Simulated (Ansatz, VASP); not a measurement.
Two plane-wave programs on CdTe

```
CELL_PARAMETERS angstrom
0.00000 3.15116 3.36915
3.15116 0.00000 3.36915
3.15116 3.15116 0.00000
ATOMIC_POSITIONS crystal
Cd 0.00000 0.00000 0.00000
Te 0.25000 0.25000 0.25000
```

Change from the starting cell: strained cell.

Alike in both runs: task relaxation of the atoms; functional PBEsol; k mesh 6 × 6 × 6; occupations gaussian, width 0.02 eV; no spin polarisation.

```csv
,VASP,Ansatz
version,VASP 6.6.1,Ansatz 0.2.0
potentials or method,"VASP PAW PBE potentials, release 64 (Cd, Te), cutoff 450 eV","scalar-relativistic, plane waves, PAW"
valence electrons in the cell,18,36
```

|  | VASP | Ansatz | Ansatz less VASP |
| --- | --- | --- | --- |
| gap on the k mesh at the Fermi level, each at its own relaxed structure (eV) | 0.61 | 0.61 | -0.005 |

VASP's potentials were made for PBE, not for PBEsol, and Ansatz warns of the same on its side. VASP's potentials hold 18 valence electrons a cell and Ansatz's 36, so a difference there can come from the potentials and not from the codes. Ansatz's warnings: stress scf threshold loose.

Spin-orbit coupling is off throughout. Noted on VASP's run: the relaxation stopped at its first step, so nothing moved.
